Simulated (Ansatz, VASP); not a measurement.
## Two plane-wave programs on BC7

Contents of INCAR:

```
ALGO = Normal
EDIFF = 1E-6
ENCUT = 520
GGA = PE
ISIF = 2
ISMEAR = -1
LASPH = True
LCHARG = False
LREAL = False
LWAVE = False
NBANDS = 26
NELM = 80
PREC = Accurate
SIGMA = 0.05
```

Contents of KPOINTS:

```
k-points
0
Gamma
  12 12 3
```

File POSCAR:

```
BC7
1.0
    2.5358173008      0.0000000000      0.0000000000
   -1.2679086504      2.1960822018      0.0000000000
    0.0000000000      0.0000000000      8.5222680000
C B
7 1
Direct
    0.6886900000      0.3462750000      0.2357120000
    0.6752190000      0.3384910000      0.0639040000
    0.6507340000      0.3193800000      0.5810520000
    0.6584910000      0.3217030000      0.7464940000
    0.3337520000      0.6725890000      0.8141480000
    0.3443390000      0.6740330000      0.0026240000
   -0.0177880000      0.0006700000      0.5082850000
    0.0234690000      0.0189080000      0.3186060000
```

The input input.yaml:

```yaml
crystal:
  lattice:
    - [2.5358173008, 0.0, 0.0]
    - [-1.2679086504, 2.1960822018, 0.0]
    - [0.0, 0.0, 8.522268]
  atoms:
    - { symbol: C, position: [0.68869, 0.346275, 0.235712] }
    - { symbol: C, position: [0.675219, 0.338491, 0.063904] }
    - { symbol: C, position: [0.650734, 0.31938, 0.581052] }
    - { symbol: C, position: [0.658491, 0.321703, 0.746494] }
    - { symbol: C, position: [0.333752, 0.672589, 0.814148] }
    - { symbol: C, position: [0.344339, 0.674033, 0.002624] }
    - { symbol: C, position: [-0.017788, 0.00067, 0.508285] }
    - { symbol: B, position: [0.023469, 0.018908, 0.318606] }
hamiltonian:
  xc: pbe
  pseudopotentials: { kind: paw }
kpoints:
  mp_grid: { grid: [12, 12, 3] }
scf:
  occupations: { method: fermi_dirac, width: 0.05 }
output:
  forces: true
  stress: true
  eigenvalues: true
  write_density: true
  write_potential: true
  elf: true
  volumetric_format: npy
```

Change from the starting cell: atoms moved at random, drawn with an rms of 0.05 Å.

Alike in both runs: task single point; functional PBE; k mesh 12 × 12 × 3; occupations fermi-dirac, width 0.05 eV; no spin polarisation.

|  | VASP | Ansatz |
| --- | --- | --- |
| version | VASP 6.6.1 | Ansatz 0.2.0 |
| potentials or method | VASP PAW PBE potentials, release 64 (C, B) | Ansatz PAW |
| plane-wave cutoff (eV) | 520 | 420 |
| valence electrons in the cell | 31 | 31 |

Ansatz gave:

| Property | Result |
| --- | --- |
| gap on the k mesh at the Fermi level (eV) | none |
| pressure (GPa) | 2.5 |
| traceless stress, the component that is largest in VASP (GPa) | 5.90 |
| rms of the force components (eV/Å) | 1.540 |

Q: Which values does VASP return?

A: gap on the k mesh at the Fermi level (eV): none; pressure (GPa): 3.1; traceless stress, the component that is largest in VASP (GPa): 6.08; rms of the force components (eV/Å): 1.550.

Atom by atom the forces differ by 0.014 eV/Å (rms over components). A gap of «none» marks a metal or a gap that the smearing closes.
